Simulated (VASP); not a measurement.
Here is a VASP 6.6.1 calculation.

The input INCAR:

```
PREC     = Accurate       # precision mode
ENCUT    = 520            # plane-wave cutoff, eV
EDIFF    = 1E-6           # SCF threshold, eV
ISMEAR   = 0              # smearing method
SIGMA    = 0.1            # smearing width, eV
LREAL    = F              # projectors in reciprocal space
LASPH    = T              # aspherical terms in the spheres
NELM     = 80             # most SCF steps
ALGO     = Normal         # electronic algorithm
ISIF     = 2              # what is computed and relaxed
LWAVE    = F              # write WAVECAR
LCHARG   = F              # write CHGCAR
GGA      = PE             # functional
NBANDS   = 35             # bands
```

File KPOINTS:

```
Automatic mesh
0
Gamma
  4 4 4
```

The input POSCAR:

```
Zn4S
1.0
    4.7093523801      0.0000000000      0.0000000000
    0.0000000000      4.7093523801      0.0000000000
    0.0000000000      0.0000000000      4.7093523801
Zn S
4 1
Direct
    0.5000000000      0.5000000000      0.5000000000
    0.0000000000      0.5000000000      0.5000000000
    0.5000000000      0.0000000000      0.5000000000
    0.5000000000      0.5000000000      0.0000000000
    0.0000000000      0.0000000000      0.0000000000
```

Potentials or basis: VASP PAW PBE potentials, release 64 (Zn, S).

The run is started by

```sh
$ cat potpaw_PBE.64/Zn/POTCAR potpaw_PBE.64/S/POTCAR > POTCAR
$ mpirun -np 1 vasp_std > vasp.out
```

Task: Estimate the pressure.

Result: 0.3 GPa.

Task: Predict the band gap on the k mesh.

Result: Zero (band 27 reaches 1.61 eV, above the bottom of band 28 at -1.22 eV).
